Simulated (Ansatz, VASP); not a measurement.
# InO: VASP beside Ansatz

INCAR

```
PREC = Accurate
ENCUT = 520
EDIFF = 1E-6
ISMEAR = 0
SIGMA = 0.05
LREAL = False
LASPH = True
NELM = 80
ALGO = Normal
ISIF = 2
LWAVE = False
LCHARG = False
GGA = PE
IVDW = 12
NBANDS = 27
```

File KPOINTS:

```
Automatic mesh
0
Gamma
  12 12 2
```

The input POSCAR:

```
InO
1.0
    3.3440386077      0.0000000000      0.0000000000
   -1.6720193039      2.8960223855      0.0000000000
    0.0000000000      0.0000000000     15.0594211205
In O
2 2
Direct
    0.6666666667      0.3333333333      0.5895266171
    0.6666666667      0.3333333333      0.4104733829
    0.0000000000      0.0000000000      0.6398766429
    0.0000000000      0.0000000000      0.3601233571
```

Input for Ansatz:

```yaml
crystal:
  lattice:
    - [3.3440386077, 0.0, 0.0]
    - [-1.6720193039, 2.8960223855, 0.0]
    - [0.0, 0.0, 15.0594211205]
  atoms:
    - { symbol: In, position: [0.6666666667, 0.3333333333, 0.5895266171] }
    - { symbol: In, position: [0.6666666667, 0.3333333333, 0.4104733829] }
    - { symbol: O, position: [0.0, 0.0, 0.6398766429] }
    - { symbol: O, position: [0.0, 0.0, 0.3601233571] }
basis:
  ecutwfc: 420
kpoints:
  mp_grid: { grid: [12, 12, 2] }
hamiltonian:
  xc: pbe
  dispersion: d3bj
scf:
  occupations: { method: gaussian, width: 0.05 }
output:
  forces: true
  stress: true
  eigenvalues: true
```

Change from the starting cell: strain -0.025 along x and y, -0.050 along z, atoms carried along.

Alike in both runs: task single point; functional PBE; dispersion D3(BJ); k mesh 12 × 12 × 2; occupations gaussian, width 0.05 eV; no spin polarisation.

```csv
,VASP,Ansatz
version,VASP 6.6.1,Ansatz 0.2.0
potentials or method,"VASP PAW PBE potentials, release 64 (In_d, O), cutoff 520 eV","scalar-relativistic, plane waves, PAW"
valence electrons in the cell,38,38
```

```csv
,VASP,Ansatz,Ansatz less VASP
gap on the k mesh at the Fermi level (eV),0.61,0.62,+0.010
least direct gap on the mesh (eV),1.47,1.48,+0.010
rms of the force components (eV/Å),0.396,0.378,-0.0185
```

Atom by atom the forces differ by 0.023 eV/Å (rms over components).
